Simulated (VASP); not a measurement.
A run of VASP 6.6.1:

Contents of INCAR:

```
  PREC = Accurate
  ENCUT = 520
  EDIFF = 1E-7
  ISMEAR = 0
  SIGMA = 0.1
  LREAL = False
  LASPH = True
  NELM = 60
  ALGO = Normal
  ISIF = 2
  LWAVE = False
  LCHARG = False
  GGA = PE
  NBANDS = 26
```

KPOINTS

```
Automatic mesh
0
Gamma
  6 6 2
```

POSCAR

```
Ta2AlN2
1.0
    3.4059469085     -0.0000000027      0.0000000000
   -1.7029734519      2.9496365481      0.0000000000
    0.0000000000      0.0000000000      7.7993132701
Ta Al N
2 1 2
Direct
    0.0000000000      0.0000000000      0.3418982377
    0.0000000000      0.0000000000      0.6581017623
    0.0000000000      0.0000000000      0.0000000000
    0.3333333333      0.6666666667      0.5000000000
    0.6666666667      0.3333333333      0.5000000000
```

Potentials or basis: VASP PAW PBE potentials, release 64 (Ta_pv, Al, N).

Launch:

```bash
$ cat potpaw_PBE.64/Ta_pv/POTCAR potpaw_PBE.64/Al/POTCAR potpaw_PBE.64/N/POTCAR > POTCAR
$ mpirun -np 1 vasp_std > vasp.out
```

Hardware: 1 thread of Intel(R) Xeon(R) Platinum 8375C CPU @ 2.90GHz (Ice Lake), with other jobs on the host.

Q: How long does it take, and how much memory?

A: Run time: 33 s on 1 thread of Intel(R) Xeon(R) Platinum 8375C CPU @ 2.90GHz (Ice Lake) (shared host), peak memory 0.21 GiB. Counts: scf iterations 16, k points 14.
